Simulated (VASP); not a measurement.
# Hf (P-1) in VASP: electric field gradients with PBE

Aim: the electric field gradients of Hf with PBE.

Everything below comes from runs of VASP 6.6.1. Logs are shortened: lines on timing, memory, paths and dates and some standing lists are left out, and cuts for length are marked.

### 1 The cell of the first run

The typed cell holds 2 atoms: a = 3.197 Å, b = 3.238 Å, c = 5.059 Å, α = 90.62°, β = 91.71°, γ = 121.27°.

### 2 Electric field gradients, PBE (equal xy, yz and zx shear strains of -3 %)

INCAR reads:

```
SYSTEM = Hf
PREC     = Accurate       ! precision mode
ENCUT    = 520            ! plane-wave cutoff, eV
EDIFF    = 1E-8           ! SCF threshold, eV
ISMEAR   = -1             ! smearing method
SIGMA    = 0.05           ! smearing width, eV
LREAL    = .FALSE.        ! projectors in reciprocal space
LASPH    = .TRUE.         ! aspherical terms in the spheres
NELM     = 80             ! most SCF steps
ALGO     = Normal         ! electronic algorithm
ISIF     = 2              ! what is computed and relaxed
LWAVE    = .FALSE.        ! write WAVECAR
LCHARG   = .FALSE.        ! write CHGCAR
GGA      = PE             ! functional
LEFG     = .TRUE.       
NBANDS   = 17             ! bands
```

KPOINTS reads:

```
Automatic mesh
0
G
  13 13 7
  0 0 0
```

POSCAR reads:

```
Hf
1.0
    3.1966985242     -0.0479504779     -0.0479504779
   -1.6398755940      2.7923973691     -0.0175510930
   -0.0758670000     -0.0758670000      5.0578000000
Hf
2
Direct
    0.3333333333      0.6666666667      0.2500000000
    0.6666666667      0.3333333333      0.7500000000
```

Potentials or basis: VASP PAW PBE potentials, release 64 (Hf_pv).

The run is started by

```
$ cat potpaw_PBE.64/Hf_pv/POTCAR > POTCAR
$ mpirun -np 1 vasp_std > vasp.out
```

OUTCAR:

```text
SYSTEM = Hf
   PREC = Accurate
   ENCUT = 520
   EDIFF = 1E-8
   ISMEAR = -1
   LREAL = .FALSE.
   LASPH = .TRUE.
   NELM = 80
   ISIF = 2
   GGA = PE

 ion  position               nearest neighbor table
   1  0.333  0.667  0.250-   2 3.06   2 3.09   2 3.13   2 3.16   2 3.18   2 3.18
   2  0.667  0.333  0.750-   1 3.06   1 3.09   1 3.13   1 3.16   1 3.18   1 3.18

  LATTYP: Found a triclinic cell.
 ALAT       =     3.2383611707
 B/A-ratio  =     2.3503363894
 C/A-ratio  =     0.9873567314
 COS(alpha) =     0.0018735893
 COS(beta)  =     0.5191268021
 COS(gamma) =     0.6400101859

  Lattice vectors:

 A1 = (  -1.6398755940,   2.7923973691,  -0.0175510930)
 A2 = (  -0.0071856638,   5.6127112603,  -5.1408526639)
 A3 = (  -3.1966985242,   0.0479504779,   0.0479504779)

Analysis of symmetry for initial positions (statically):
=====================================================================
 Subroutine PRICEL returns:
 Original cell was already a primitive cell.

 Routine SETGRP: Setting up the symmetry group for a
 triclinic supercell.

 Subroutine GETGRP returns: Found  2 space group operations
 (whereof  2 operations were pure point group operations)
 out of a pool of  2 trial point group operations.

The static configuration has the point symmetry S_2 .

Analysis of symmetry for dynamics (positions and initial velocities):
=====================================================================
 Subroutine PRICEL returns:
 Original cell was already a primitive cell.

 Routine SETGRP: Setting up the symmetry group for a
 triclinic supercell.

 Subroutine GETGRP returns: Found  2 space group operations
 (whereof  2 operations were pure point group operations)
 out of a pool of  2 trial point group operations.

The dynamic configuration has the point symmetry S_2 .

 Subroutine INISYM returns: Found  2 space group operations
 (whereof  2 operations are pure point group operations),
 and found     1 'primitive' translations

----------------------------------------------------------------------------------------

                                     Primitive cell

  volume of cell :      44.7301

  direct lattice vectors                    reciprocal lattice vectors
     3.196698524 -0.047950478 -0.047950478     0.315717359  0.185456819  0.007517613
    -1.639875594  2.792397369 -0.017551093     0.005503274  0.361381688  0.005503274
    -0.075867000 -0.075867000  5.057800000     0.003012256  0.003012256  0.197804789

  length of vectors
     3.197417700  3.238361171  5.058937877     0.366235167  0.361465484  0.197850656

  position of ions in fractional coordinates (direct lattice)
     0.333333333  0.666666667  0.250000000
     0.666666667  0.333333333  0.750000000

  ion indices of the primitive-cell ions
   primitive index   ion index
                 1           1
                 2           2

----------------------------------------------------------------------------------------

 KPOINTS: Automatic mesh

Automatic generation of k-mesh.
 Grid dimensions read from file:
 generate k-points for:   13   13    7

 Generating k-lattice:

  Cartesian coordinates                     Fractional coordinates (reciprocal lattice)
     0.024285951  0.014265909  0.000578278     0.076923077  0.000000000  0.000000000
     0.000423329  0.027798591  0.000423329    -0.000000000  0.076923077  0.000000000
     0.000430322  0.000430322  0.028257827     0.000000000  0.000000000  0.142857143

  Length of vectors
     0.028171936  0.027805037  0.028264379

  Shift w.r.t. Gamma in fractional coordinates (k-lattice)
     0.000000000  0.000000000  0.000000000

 Subroutine IBZKPT returns following result:
 ===========================================

 Found    592 irreducible k-points:

 Following reciprocal coordinates:
            Coordinates               Weight
  0.000000  0.000000  0.000000      1.000000
  0.076923  0.000000 -0.000000      2.000000
  0.153846 -0.000000  0.000000      2.000000
  0.230769  0.000000 -0.000000      2.000000
  0.307692 -0.000000  0.000000      2.000000
  0.384615  0.000000 -0.000000      2.000000
[... 16 lines left out ...]
  0.153846  0.153846 -0.000000      2.000000
  0.230769  0.153846 -0.000000      2.000000
 [... further k-points ...]
   k-points           NKPTS =    592   k-points in BZ     NKDIM =    592   number of bands    NBANDS=     17
   number of dos      NEDOS =    301   number of ions     NIONS =      2
   total plane-waves  NPLWV =  23040
   dimension x,y,z NGX =    24 NGY =   24 NGZ =   40
   dimension x,y,z NGXF=    48 NGYF=   48 NGZF=   80
   ions per type =               2
   NGX,Y,Z   is equivalent  to a cutoff of  12.48, 12.32, 13.14 a.u.
   NGXF,Y,Z  is equivalent  to a cutoff of  24.96, 24.64, 26.29 a.u.
 SYSTEM =  Hf
   PREC   = accura    normal or accurate (medium, high low for compatibility)
   ISTART =      0    job   : 0-new  1-cont  2-samecut
   ICHARG =      2    charge: 1-file 2-atom 10-const
   ISPIN  =      1    spin polarized calculation?
   LNONCOLLINEAR =      F non collinear calculations
   LSORBIT =      F    spin-orbit coupling
   LASPH  =      T    aspherical Exc in radial PAW
   ENCUT  =  520.0 eV  38.22 Ry    6.18 a.u.   5.95  6.02  9.41*2*pi/ulx,y,z
   NELM   =     80;   NELMIN=  2; NELMDL= -5     # of ELM steps
   EDIFF  = 0.1E-07   stopping-criterion for ELM
   LREAL  =      F    real-space projection
   EDIFFG = 0.1E-06   stopping-criterion for IOM
   NSW    =      0    number of steps for IOM
   IBRION =     -1    ionic relax: 0-MD 1-quasi-New 2-CG
   NFREE  =      0    steps in history (QN), initial steepest desc. (CG)
   ISIF   =      2    stress and relaxation
   ISYM   =      2    0-nonsym 1-usesym 2-fastsym
   POTIM  = 0.5000    time-step for ionic-motion
   TEBEG  =    0.0;   TEEND  =   0.0 temperature during run
   PSTRESS=    0.0 pullay stress
   NELECT =      20.0000    total number of electrons
   NUPDOWN=      -1.0000    fix difference up-down
   EMIN   =  10.00;   EMAX   =-10.00  energy-range for DOS
   EFERMI =   0.00;   METHOD = LEGACY
   ISMEAR =    -1;   SIGMA  =   0.05  broadening in eV -4-tet -1-fermi 0-gaus
   EFERMI_NEDOS =   21; number of points for ismear=-14 and -15
   IALGO  =     38    algorithm
   IMIX   =      4    mixing-type and parameters
     AMIX     =   0.40;   BMIX     =  1.00
     AMIX_MAG =   1.60;   BMIX_MAG =  1.00
  volume/ion in A,a.u.               =      22.37       150.93
  Fermi-wavevector in a.u.,A,eV,Ry     =   1.251848  2.365650 21.322016  1.567124
  Thomas-Fermi vector in A             =   2.385776
   LORBIT       =      0    0 simple, 1 ext, 2 COOP (PROOUT), +10 PAW based schemes
   GGA     = PE    functional components
   LHFCALC =     F    Hartree Fock is set to
   AEXX    =    0.0000 exact exchange contribution
   IVDW    =     0    specifies the selected vdW correction
   LEPSILON=     F    determine dielectric tensor
   LRPA    =     F    only Hartree local field effects (RPA)
 non-spin polarized calculation
  energy-cutoff  :      520.00
  volume of cell :       44.73
 maximum number of plane-waves:      1223
   NGX = 11   NGY = 13   NGZ = 19

 number of electron      20.0000002 magnetization

 Free energy of the ion-electron system (eV)
  ---------------------------------------------------
  ext. energy  EPLUGINS =         0.00000000
  ---------------------------------------------------
  free energy    TOTEN  =       -19.83321010 eV

  energy without entropy =      -19.81985183  energy(sigma->0) =      -19.82653097

 E-fermi :   4.9103     XC(G=0): -11.2837

 val. band max:        4.9100631446   @ k =  -0.3846  -0.3077   0.4286
 cond. band min:       4.9114351772   @ k =  -0.1538  -0.0769   0.2857
 fundamental gap:      0.0013720327
 Fermi energy:         4.9102596540

 k-point     1 :       0.0000    0.0000    0.0000
  band No.  band energies     occupation
      1     -26.1592      2.00000
      2     -25.4262      2.00000
      3     -25.3921      2.00000
      4     -25.2993      2.00000
      5     -25.2935      2.00000
      6     -25.2541      2.00000
[... 9 lines left out ...]
     16       7.6954      0.00000
     17      10.1537      0.00000

 k-point     2 :       0.0769    0.0000   -0.0000
  band No.  band energies     occupation
      1     -26.1432      2.00000
      2     -25.4408      2.00000
      3     -25.4242      2.00000
      4     -25.3165      2.00000
      5     -25.3031      2.00000
      6     -25.2755      2.00000
[... 9 lines left out ...]
     16       7.4967      0.00000
     17      10.3130      0.00000
[... 421 lines left out ...]
 k-point    24 :       0.2308    0.1538   -0.0000
  band No.  band energies     occupation
      1     -25.9035      2.00000
      2     -25.8000      2.00000
      3     -25.7555      2.00000
      4     -25.5476      2.00000
      5     -25.4175      2.00000
      6     -25.4115      2.00000
[... 9 lines left out ...]
     16      10.1158      0.00000
     17      10.9282      0.00000

 [... further k-points ...]
[... 5 lines left out ...]
  --------------------------------------------------------------------------------------
  -------------------------------------------------------------------------------------
  Total        0.1207493      0.1375789      0.0859102      0.6001799      0.4470322      0.4521258
  in kB        4.3250961      4.9279139      3.0772018     21.4977268     16.0121614     16.1946085
  external PRESSURE =       4.1100706 kB  Pullay stress =       0.0000000 kB

 VOLUME and BASIS-vectors are now :
 -----------------------------------------------------------------------------
  energy-cutoff  :      520.00
  volume of cell :       44.73
      direct lattice vectors                 reciprocal lattice vectors
     3.196698524 -0.047950478 -0.047950478     0.315717359  0.185456819  0.007517613
    -1.639875594  2.792397369 -0.017551093     0.005503274  0.361381688  0.005503274
    -0.075867000 -0.075867000  5.057800000     0.003012256  0.003012256  0.197804789

 POSITION                                       TOTAL-FORCE (eV/Angst)
 -----------------------------------------------------------------------------------
     -0.04665      1.82665      1.23677         0.087612      0.002627      0.019588
      1.52761      0.84193      3.75553        -0.087612     -0.002627     -0.019588
 -----------------------------------------------------------------------------------
    total drift:                               -0.000000      0.000000     -0.000000

  FREE ENERGIE OF THE ION-ELECTRON SYSTEM (eV)
  ---------------------------------------------------
  free  energy   TOTEN  =       -19.8332100989 eV

  energy  without entropy=      -19.8198518329  energy(sigma->0) =      -19.82653097

 Electric field gradients (V/A^2)
---------------------------------------------------------------------
 ion       V_xx      V_yy      V_zz      V_xy      V_xz      V_yz
---------------------------------------------------------------------
   1     -42.007   -41.155    83.162     6.021    12.256    12.378
   2     -42.007   -41.155    83.162     6.021    12.256    12.378
---------------------------------------------------------------------

 Electric field gradients after diagonalization (V/A^2)
 (convention: |V_zz| > |V_xx| > |V_yy|)
----------------------------------------------------------------------
 ion       V_xx      V_yy      V_zz     asymmetry (V_yy - V_xx)/ V_zz
----------------------------------------------------------------------
   1     -47.620   -38.045    85.665       0.112
   2     -47.620   -38.045    85.665       0.112
----------------------------------------------------------------------

           NMR quadrupolar parameters

 Cq : quadrupolar parameter    Cq=e*Q*V_zz/h
 eta: asymmetry parameters     (V_yy - V_xx)/ V_zz
 Q  : nuclear electric quadrupole moment in mb (millibarn)
----------------------------------------------------------------------
 ion       Cq(MHz)       eta       Q (mb)
----------------------------------------------------------------------
   1       0.207       0.112       1.000
   2       0.207       0.112       1.000
----------------------------------------------------------------------
```

Run time: 12 min. Hardware: 1 thread of Intel Xeon 8259CL, shared host; peak memory 0.47 GiB.

Results:

| Quantity | Value |
| --- | --- |
| Free energy | -19.8332 eV |
| Pressure | 0.4 GPa |
| Largest force | 0.090 eV/Å |
| Band gap on the k mesh | zero (bands 10 and 11 overlap by 1.38 eV) |
| Largest electric field gradient by atom | Hf +85.7 V/Å² |

Forces on the atoms (eV/Å):
```
Hf   0.088  0.003  0.020
Hf  -0.088 -0.003 -0.020
```

Electric field gradients, principal values (V/Å²):
| atom | least | middle | greatest (by size) |
| --- | --- | --- | --- |
| 1 Hf | -38.045 | -47.620 | 85.665 |
| 2 Hf | -38.045 | -47.620 | 85.665 |

Caveat: the cell differs from its parent crystal (equal xy, yz and zx shear strains of -3 %); without QUAD_EFG the Cq values of the log hold for a quadrupole moment of 1 mb, not for the nuclei; spin-orbit coupling is left out, which moves the levels of the heavy elements.
